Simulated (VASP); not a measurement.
## HgTe: single point with PBE

Crystal: HgTe.

```
Hg Te
1.0
     0.00000    3.28672    3.28672
     3.28672    0.00000    3.28672
     3.28672    3.28672    0.00000
Hg Te
1 1
Direct
  0.00000 0.00000 0.00000
  0.75000 0.75000 0.75000
```

This cell differs from its parent crystal: volume scaled by 1.06.

```yaml
Program: VASP 6.6.1
Task: single point
Functional: PBE
Potentials_or_basis: VASP PAW PBE potentials, release 64 (Hg, Te)
Cutoff: 520 eV
k_mesh: 9 × 9 × 9
Occupations: fermi-dirac, width 0.05 eV
Spin: no spin polarisation
```

```yaml
Pressure: 1.4 GPa
Band_gap_on_the_k_mesh: zero (filled and empty bands touch)
```

Levels at points of the mesh, in eV from the Fermi level:
| k point | band 5 | band 6 | band 7 | band 8 | band 9 | band 10 | band 11 | band 12 | band 13 | band 14 |
| --- | --- | --- | --- | --- | --- | --- | --- | --- | --- | --- |
| (0.00, 0.00, 0.00) | -6.67 | -6.67 | -0.91 | -0.07 | -0.07 | -0.07 | 4.25 | 4.25 | 4.25 | 6.43 |

It took 36 s on 1 thread of Intel(R) Xeon(R) Platinum 8488C (Sapphire Rapids), on a shared host, peak memory 0.22 GiB.

Caveat: spin-orbit coupling is left out, which moves the levels of the heavy elements.
